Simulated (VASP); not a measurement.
# Se in VASP: further runs

Se is run at these levels: PBEsol; tasks: single point.

Everything below comes from runs of VASP 6.6.1. Logs are shortened: lines on timing, memory, paths and dates and some standing lists are left out, and cuts for length are marked.

## 1. The cell of the first run

The typed cell holds 6 atoms: a = 6.819 Å, b = 6.658 Å, c = 6.696 Å, α = 115.02°, β = 116.00°, γ = 114.94°.

## 2. Single point, PBEsol (equal xy, yz and zx shear strains of +2 %)

The input, INCAR:

```
ALGO = Normal
EDIFF = 1E-6
ENCUT = 520
GGA = PS
ISIF = 2
ISMEAR = -1
LASPH = T
LCHARG = F
LREAL = F
LWAVE = F
NBANDS = 27
NELM = 60
PREC = Accurate
SIGMA = 0.01
```

The input, KPOINTS:

```
k-points
0
Gamma
  6 6 6
```

The input, POSCAR:

```
Se
1.0
    5.7285624299      3.3515000981      1.5659392666
   -5.6334372939      3.2378801009      1.4523192694
   -0.0508352360     -6.5450902991      1.4107314640
Se
6
Direct
    0.2806600000      0.1625100000      0.9181800000
    0.9181800000      0.2806600000      0.1625100000
    0.1625100000      0.9181800000      0.2806600000
    0.7193400000      0.8374900000      0.0818200000
    0.0818200000      0.7193400000      0.8374900000
    0.8374900000      0.0818200000      0.7193400000
```

Potentials or basis: VASP PAW PBE potentials, release 64 (Se).

Launch:

```bash
$ cat potpaw_PBE.64/Se/POTCAR > POTCAR
$ mpirun -np 1 vasp_std > vasp.out
```

OUTCAR:

```text
EDIFF = 1E-6
   ENCUT = 520
   GGA = PS
   ISIF = 2
   ISMEAR = -1
   LASPH = T
   LREAL = F
   NELM = 60
   PREC = Accurate

 ion  position               nearest neighbor table
   1  0.281  0.163  0.918-   5 2.34   6 2.39
   2  0.918  0.281  0.163-   4 2.34   6 2.34
   3  0.163  0.918  0.281-   5 2.34   4 2.39
   4  0.719  0.837  0.082-   2 2.34   3 2.39
   5  0.082  0.719  0.837-   1 2.34   3 2.34
   6  0.837  0.082  0.719-   2 2.34   1 2.39

  LATTYP: Found a triclinic cell.
 ALAT       =     8.7522001364
 B/A-ratio  =     0.5060936459
 C/A-ratio  =     1.2869703370
 COS(alpha) =     0.0074204947
 COS(beta)  =     0.6446933446
 COS(gamma) =     0.6692778579

  Lattice vectors:

 A1 = (  -5.5891473939,   3.2821700008,   5.8813092694)
 A2 = (   0.0442899000,   0.0442898999,   4.4289900000)
 A3 = (  -5.5826020579,   9.7829704000,   0.0415878054)

Analysis of symmetry for initial positions (statically):
=====================================================================
 Subroutine PRICEL returns:
 Original cell was already a primitive cell.

 Routine SETGRP: Setting up the symmetry group for a
 triclinic supercell.

 Subroutine GETGRP returns: Found  2 space group operations
 (whereof  2 operations were pure point group operations)
 out of a pool of  2 trial point group operations.

The static configuration has the point symmetry S_2 .

Analysis of symmetry for dynamics (positions and initial velocities):
=====================================================================
 Subroutine PRICEL returns:
 Original cell was already a primitive cell.

 Routine SETGRP: Setting up the symmetry group for a
 triclinic supercell.

 Subroutine GETGRP returns: Found  2 space group operations
 (whereof  2 operations were pure point group operations)
 out of a pool of  2 trial point group operations.

The dynamic configuration has the point symmetry S_2 .

 Subroutine INISYM returns: Found  2 space group operations
 (whereof  2 operations are pure point group operations),
 and found     1 'primitive' translations

----------------------------------------------------------------------------------------

                                     Primitive cell

[... 90 lines left out ...]
   ISTART =      0    job   : 0-new  1-cont  2-samecut
   ICHARG =      2    charge: 1-file 2-atom 10-const
   ISPIN  =      1    spin polarized calculation?
   LNONCOLLINEAR =      F non collinear calculations
   LSORBIT =      F    spin-orbit coupling
   LASPH  =      T    aspherical Exc in radial PAW
   ENCUT  =  520.0 eV  38.22 Ry    6.18 a.u.  12.68 12.38 12.45*2*pi/ulx,y,z
   NELM   =     60;   NELMIN=  2; NELMDL= -5     # of ELM steps
   EDIFF  = 0.1E-05   stopping-criterion for ELM
   LREAL  =      F    real-space projection
   EDIFFG = 0.1E-04   stopping-criterion for IOM
   NSW    =      0    number of steps for IOM
   IBRION =     -1    ionic relax: 0-MD 1-quasi-New 2-CG
   NFREE  =      0    steps in history (QN), initial steepest desc. (CG)
   ISIF   =      2    stress and relaxation
   ISYM   =      2    0-nonsym 1-usesym 2-fastsym
   POTIM  = 0.5000    time-step for ionic-motion
   TEBEG  =    0.0;   TEEND  =   0.0 temperature during run
   PSTRESS=    0.0 pullay stress
   NELECT =      36.0000    total number of electrons
   NUPDOWN=      -1.0000    fix difference up-down
   EMIN   =  10.00;   EMAX   =-10.00  energy-range for DOS
   EFERMI =   0.00;   METHOD = LEGACY
   ISMEAR =    -1;   SIGMA  =   0.01  broadening in eV -4-tet -1-fermi 0-gaus
   EFERMI_NEDOS =   21; number of points for ismear=-14 and -15
   IALGO  =     38    algorithm
   IMIX   =      4    mixing-type and parameters
     AMIX     =   0.40;   BMIX     =  1.00
     AMIX_MAG =   1.60;   BMIX_MAG =  1.00
  volume/ion in A,a.u.               =      27.50       185.58
  Fermi-wavevector in a.u.,A,eV,Ry     =   0.985548  1.862415 13.215394  0.971304
  Thomas-Fermi vector in A             =   2.116863
   LORBIT       =      0    0 simple, 1 ext, 2 COOP (PROOUT), +10 PAW based schemes
   GGA     = PS    functional components
   LHFCALC =     F    Hartree Fock is set to
   AEXX    =    0.0000 exact exchange contribution
   IVDW    =     0    specifies the selected vdW correction
   LEPSILON=     F    determine dielectric tensor
   LRPA    =     F    only Hartree local field effects (RPA)
 non-spin polarized calculation
  energy-cutoff  :      520.00
  volume of cell :      165.00
 maximum number of plane-waves:      4467
 NGX is ok and might be reduce to    54
   NGX = 25   NGY = 25   NGZ = 25

 number of electron      36.0000000 magnetization

 Free energy of the ion-electron system (eV)
  ---------------------------------------------------
  ext. energy  EPLUGINS =         0.00000000
  ---------------------------------------------------
  free energy    TOTEN  =       -22.70097584 eV

  energy without entropy =      -22.70097584  energy(sigma->0) =      -22.70097584

 E-fermi :   2.5233     XC(G=0):  -8.9860

 val. band max:        2.2776673685   @ k =   0.5000   0.5000   0.5000
 cond. band min:       3.3281782005   @ k =  -0.1667  -0.1667   0.1667
 fundamental gap:      1.0505108320
 Fermi energy:         2.5233339953

 k-point     1 :       0.0000    0.0000    0.0000
  band No.  band energies     occupation
      1     -13.5553      2.00000
      2     -11.9278      2.00000
      3     -11.7104      2.00000
      4      -9.6405      2.00000
      5      -9.5009      2.00000
      6      -7.8798      2.00000
[... 709 lines left out ...]
     26       9.0822      0.00000
     27       9.4696      0.00000

 [... further k-points ...]
[... 5 lines left out ...]
  --------------------------------------------------------------------------------------
  -------------------------------------------------------------------------------------
  Total       -0.2413575      0.9114074      0.4309086     -0.7529966     -0.2919760     -0.9109497
  in kB       -2.3435663      8.8497083      4.1840955     -7.3115489     -2.8350688     -8.8452640
  external PRESSURE =       3.5634125 kB  Pullay stress =       0.0000000 kB

 VOLUME and BASIS-vectors are now :
 -----------------------------------------------------------------------------
  energy-cutoff  :      520.00
  volume of cell :      165.00
      direct lattice vectors                 reciprocal lattice vectors
     5.728562430  3.351500098  1.565939267     0.085290959  0.047716682  0.224455035
    -5.633437294  3.237880101  1.452319269    -0.090769257  0.049459853  0.226198205
    -0.050835236 -6.545090299  1.410731464    -0.001229519 -0.103884352  0.226836250

 POSITION                                       TOTAL-FORCE (eV/Angst)
 -----------------------------------------------------------------------------------
      0.64561     -4.54275      1.97082        -0.172597      0.299942      0.163360
      3.67051      2.92238      2.07468        -0.466020      0.011671      0.305225
     -4.25583      1.68066      1.98391        -0.029452     -0.447738      0.170463
     -0.60132      4.58704      2.45817         0.172597     -0.299942     -0.163360
     -3.62622     -2.87809      2.35431         0.466020     -0.011671     -0.305225
      4.30012     -1.63637      2.44508         0.029452      0.447738     -0.170463
 -----------------------------------------------------------------------------------
    total drift:                               -0.000000      0.000000      0.000000

  FREE ENERGIE OF THE ION-ELECTRON SYSTEM (eV)
  ---------------------------------------------------
  free  energy   TOTEN  =       -22.7009758411 eV

  energy  without entropy=      -22.7009758411  energy(sigma->0) =      -22.70097584
```

OSZICAR:

```text
N       E                     dE             d eps       ncg     rms          rms(c)
DAV:   1     0.194309275692E+03    0.19431E+03   -0.14575E+04  6048   0.112E+03
DAV:   2    -0.634203755485E+01   -0.20065E+03   -0.19415E+03  7948   0.188E+02
DAV:   3    -0.227903246729E+02   -0.16448E+02   -0.16313E+02  7907   0.585E+01
DAV:   4    -0.229812613890E+02   -0.19094E+00   -0.19056E+00  7127   0.720E+00
DAV:   5    -0.229829792209E+02   -0.17178E-02   -0.17175E-02  7387   0.706E-01    0.982E+00
DAV:   6    -0.227853157954E+02    0.19766E+00   -0.98551E-02  6835   0.150E+00    0.597E+00
DAV:   7    -0.227017213866E+02    0.83594E-01   -0.20405E-01  6829   0.212E+00    0.285E-01
DAV:   8    -0.227008677466E+02    0.85364E-03   -0.16563E-02  6564   0.631E-01    0.116E-01
DAV:   9    -0.227009485576E+02   -0.80811E-04   -0.42779E-04  7722   0.100E-01    0.418E-02
DAV:  10    -0.227009725915E+02   -0.24034E-04   -0.38229E-05  6659   0.321E-02    0.109E-02
DAV:  11    -0.227009753631E+02   -0.27715E-05   -0.48034E-06  6857   0.110E-02    0.522E-03
DAV:  12    -0.227009758411E+02   -0.47807E-06   -0.10685E-06  3887   0.540E-03
   1 F= -.22700976E+02 E0= -.22700976E+02  d E =-.592133E-13
```

stdout:

```text
POSCAR found type information on POSCAR Se
 POSCAR found :  1 types and       6 ions
 scaLAPACK will be used
 -----------------------------------------------------------------------------
|                                                                             |
|                                                                             |
|     You enforced a specific xc type in the INCAR file but a different       |
|     I HOPE YOU KNOW WHAT YOU ARE DOING!                                     |
|                                                                             |
 -----------------------------------------------------------------------------

 LDA part: xc-table for (Slater+PW92), standard interpolation
 POSCAR, INCAR and KPOINTS ok, starting setup
 FFT: planning ... GRIDC
 FFT: planning ... GRID_SOFT
 FFT: planning ... GRID
 WAVECAR not read
 entering main loop
```

Run time: 6.1 min. Hardware: 1 thread of Intel Xeon Platinum 8488C (Sapphire Rapids), shared host; peak memory 0.58 GiB.

What came out:

| Item | Value |
| --- | --- |
| Free energy | -22.7010 eV |
| Pressure | 0.4 GPa |
| Largest force | 0.557 eV/Å |
| Band gap on the k mesh | 1.05 eV (least direct gap 1.29 eV) |

Forces in eV/Å, atoms in the order of the input:
```
Se  -0.173  0.300  0.163
Se  -0.466  0.012  0.305
Se  -0.029 -0.448  0.170
Se   0.173 -0.300 -0.163
Se   0.466 -0.012 -0.305
Se   0.029  0.448 -0.170
```

Caveat: the cell differs from its parent crystal (equal xy, yz and zx shear strains of +2 %); this functional lacks dispersion, which holds the molecules together, so the pressure and a relaxed volume are unreliable; the PAW data sets were made with another functional, which shifts forces and pressure a little.

## 3. Single point, PBEsol (equal xx and yy strain of -2 %)

The input, INCAR:

```
  PREC = Accurate
  ENCUT = 520
  EDIFF = 1E-6
  ISMEAR = -1
  SIGMA = 0.01
  LREAL = F
  LASPH = T
  NELM = 100
  ALGO = Normal
  ISIF = 2
  LWAVE = F
  LCHARG = F
  GGA = PS
  NBANDS = 27
```

The input, KPOINTS:

```
Automatic mesh
0
Gamma
  6 6 6
```

POSCAR, as its differences from that of step 2:

```diff
@@ -2,5 +2,5 @@
 1.0
-    5.7285624299      3.3515000981      1.5659392666
-   -5.6334372939      3.2378801009      1.4523192694
-   -0.0508352360     -6.5450902991      1.4107314640
+    5.5673798647      3.2143282635      1.4763300000
+   -5.5673798647      3.2143282635      1.4763300000
+    0.0000000000     -6.4286565271      1.4763300000
 Se
```

Potentials or basis: VASP PAW PBE potentials, release 64 (Se).

Launch:

```bash
$ cat potpaw_PBE.64/Se/POTCAR > POTCAR
$ mpirun -np 1 vasp_std > vasp.out
```

Run time: 7.8 min. Hardware: 1 thread of AMD EPYC 7R13, shared host; peak memory 0.36 GiB.

It converged, with:

* Free energy: -22.6387 eV
* Pressure: 3.2 GPa
* Largest force: 0.986 eV/Å
* Band gap on the k mesh: 1.33 eV (least direct gap 1.56 eV)

Forces in eV/Å, atoms in the order of the input:
```
Se   0.275  0.729  0.605
Se  -0.769 -0.126  0.605
Se   0.494 -0.602  0.605
Se  -0.275 -0.729 -0.605
Se   0.769  0.126 -0.605
Se  -0.494  0.602 -0.605
```

Stress tensor (GPa, compression positive):
```
3.89 0.00 0.00
0.00 3.89 0.00
0.00 0.00 1.96
```

Levels at points of the mesh, in eV from the valence-band top:
| k point | band 14 | band 15 | band 16 | band 17 | band 18 | band 19 | band 20 | band 21 | band 22 | band 23 |
| --- | --- | --- | --- | --- | --- | --- | --- | --- | --- | --- |
| (0.00, 0.00, 0.00) | -1.39 | -0.76 | -0.76 | -0.68 | -0.68 | 1.95 | 1.95 | 2.84 | 2.90 | 2.90 |
| (0.50, 0.00, 0.00) | -1.53 | -1.33 | -0.83 | -0.31 | -0.30 | 1.86 | 2.01 | 2.81 | 3.22 | 3.33 |
| (0.50, 0.50, 0.00) | -1.55 | -1.50 | -1.21 | -0.93 | -0.28 | 1.59 | 1.82 | 2.37 | 3.19 | 3.55 |
| (0.50, 0.50, 0.50) | -1.53 | -1.53 | -1.29 | -1.29 | 0.00 | 1.57 | 1.57 | 1.92 | 3.70 | 4.54 |

Caveat: the cell differs from its parent crystal (equal xx and yy strain of -2 %); the cell stands under pressure; this functional lacks dispersion, which holds the molecules together, so the pressure and a relaxed volume are unreliable; the PAW data sets were made with another functional, which shifts forces and pressure a little. A k mesh can miss the band edges.

## 4. Single point, PBEsol (equal xx and yy strain of +1 %)

The input, INCAR:

```
ALGO     = Normal         # electronic algorithm
EDIFF    = 1E-6           # SCF threshold, eV
ENCUT    = 520            # plane-wave cutoff, eV
GGA      = PS             # functional
ISIF     = 2              # what is computed and relaxed
ISMEAR   = -1             # smearing method
LASPH    = True           # aspherical terms in the spheres
LCHARG   = True           # write CHGCAR
LELF     = True           # ELF
LREAL    = False          # projectors in reciprocal space
LVHAR    = True         
LWAVE    = False          # write WAVECAR
NBANDS   = 27             # bands
NELM     = 80             # most SCF steps
PREC     = Accurate       # precision mode
SIGMA    = 0.01           # smearing width, eV
```

The input, KPOINTS:

```
k-points
0
Gamma
  6 6 6
```

POSCAR, as its differences from that of step 3:

```diff
@@ -2,5 +2,5 @@
 1.0
-    5.5673798647      3.2143282635      1.4763300000
-   -5.5673798647      3.2143282635      1.4763300000
-    0.0000000000     -6.4286565271      1.4763300000
+    5.7378098605      3.3127260675      1.4763300000
+   -5.7378098605      3.3127260675      1.4763300000
+    0.0000000000     -6.6254521351      1.4763300000
 Se
```

Potentials or basis: VASP PAW PBE potentials, release 64 (Se).

Launch:

```bash
$ cat potpaw_PBE.64/Se/POTCAR > POTCAR
$ mpirun -np 1 vasp_std > vasp.out
```

OUTCAR:

```text
EDIFF = 1E-6
   ENCUT = 520
   GGA = PS
   ISIF = 2
   ISMEAR = -1
   LASPH = True
   LREAL = False
   NELM = 80
   PREC = Accurate

 ion  position               nearest neighbor table
   1  0.281  0.163  0.918-   5 2.37   6 2.37
   2  0.918  0.281  0.163-   4 2.37   6 2.37
   3  0.163  0.918  0.281-   4 2.37   5 2.37
   4  0.719  0.837  0.082-   2 2.37   3 2.37
   5  0.082  0.719  0.837-   1 2.37   3 2.37
   6  0.837  0.082  0.719-   1 2.37   2 2.37

[... 925 lines left out ...]
  -------------------------------------------------------------------------------------
  Total       -1.3651771     -1.3651771     -0.2825368      0.0000005      0.0000000     -0.0000000
  in kB      -12.9907197    -12.9907197     -2.6885570      0.0000052      0.0000000     -0.0000000
  external PRESSURE =      -9.5566655 kB  Pullay stress =       0.0000000 kB

 VOLUME and BASIS-vectors are now :
 -----------------------------------------------------------------------------
  energy-cutoff  :      520.00
  volume of cell :      168.37
      direct lattice vectors                 reciprocal lattice vectors
     5.737809860  3.312726067  1.476330000     0.087141263  0.050311032  0.225785111
    -5.737809860  3.312726067  1.476330000    -0.087141263  0.050311032  0.225785111
     0.000000000 -6.625452135  1.476330000     0.000000000 -0.100622064  0.225785111

 POSITION                                       TOTAL-FORCE (eV/Angst)
 -----------------------------------------------------------------------------------
      0.67792     -4.61526      2.00980         0.098263      0.095891      0.031759
      3.65797      2.89473      2.00980        -0.132176      0.037153      0.031759
     -4.33589      1.72053      2.00980         0.033913     -0.133044      0.031759
     -0.67792      4.61526      2.41919        -0.098263     -0.095891     -0.031759
     -3.65797     -2.89473      2.41919         0.132176     -0.037153     -0.031759
      4.33589     -1.72053      2.41919        -0.033913      0.133044     -0.031759
 -----------------------------------------------------------------------------------
    total drift:                                0.000000     -0.000000     -0.000000

  FREE ENERGIE OF THE ION-ELECTRON SYSTEM (eV)
  ---------------------------------------------------
  free  energy   TOTEN  =       -22.7095639401 eV

  energy  without entropy=      -22.7095639401  energy(sigma->0) =      -22.70956394
```

It took 8.1 min on 1 thread of AMD EPYC 7R13, shared host; peak memory 0.37 GiB.

Results:

| Item | Value |
| --- | --- |
| Free energy | -22.7096 eV |
| Pressure | -1.0 GPa |
| Largest force | 0.141 eV/Å |
| Band gap on the k mesh | 1.03 eV (least direct gap 1.29 eV) |

Forces on the atoms (eV/Å):
```
Se   0.098  0.096  0.032
Se  -0.132  0.037  0.032
Se   0.034 -0.133  0.032
Se  -0.098 -0.096 -0.032
Se   0.132 -0.037 -0.032
Se  -0.034  0.133 -0.032
```

Stress tensor (GPa, compression positive):
```
-1.30  0.00  0.00
 0.00 -1.30  0.00
 0.00  0.00 -0.27
```

Levels at points of the mesh, in eV from the valence-band top:
| k point | band 16 | band 17 | band 18 | band 19 | band 20 | band 21 |
| --- | --- | --- | --- | --- | --- | --- |
| (0.00, 0.00, 0.00) | -0.84 | -0.71 | -0.71 | 1.58 | 1.58 | 2.39 |
| (0.50, 0.00, 0.00) | -0.99 | -0.41 | -0.40 | 1.54 | 1.72 | 2.44 |
| (0.50, 0.50, 0.00) | -1.18 | -0.91 | -0.43 | 1.31 | 1.59 | 2.16 |
| (0.50, 0.50, 0.50) | -1.34 | -1.34 | 0.00 | 1.29 | 1.29 | 1.76 |

Caveat: the cell differs from its parent crystal (equal xx and yy strain of +1 %); this functional lacks dispersion, which holds the molecules together, so the pressure and a relaxed volume are unreliable; the PAW data sets were made with another functional, which shifts forces and pressure a little.

## 5. Summary

```csv
cell,gap on the mesh (eV),pressure (GPa),largest force (eV/Å)
"a = 6.819, b = 6.658, c = 6.696 Å, angles 115.0, 116.0, 114.9°, 6 atoms",1.05,0.4,0.56
"a = 6.596 Å, angles 115.1°, 6 atoms",1.33,3.2,0.99
"a = 6.788 Å, angles 115.4°, 6 atoms",1.03,-1.0,0.14
```

Alike in all rows: task single point; level PBEsol; potentials or basis VASP PAW PBE potentials, release 64 (Se); no spin polarisation; k mesh 6 × 6 × 6; cutoff (eV) 520; smearing fermi-dirac 0.01 eV.

Caveats: this functional lacks dispersion, which holds the molecules together, so the pressure and a relaxed volume are unreliable; the PAW data sets were made with another functional, which shifts forces and pressure a little; the cell stands under pressure (at least some runs).

Total energies depend on the potentials used, so only differences within one code and one set of settings carry meaning.
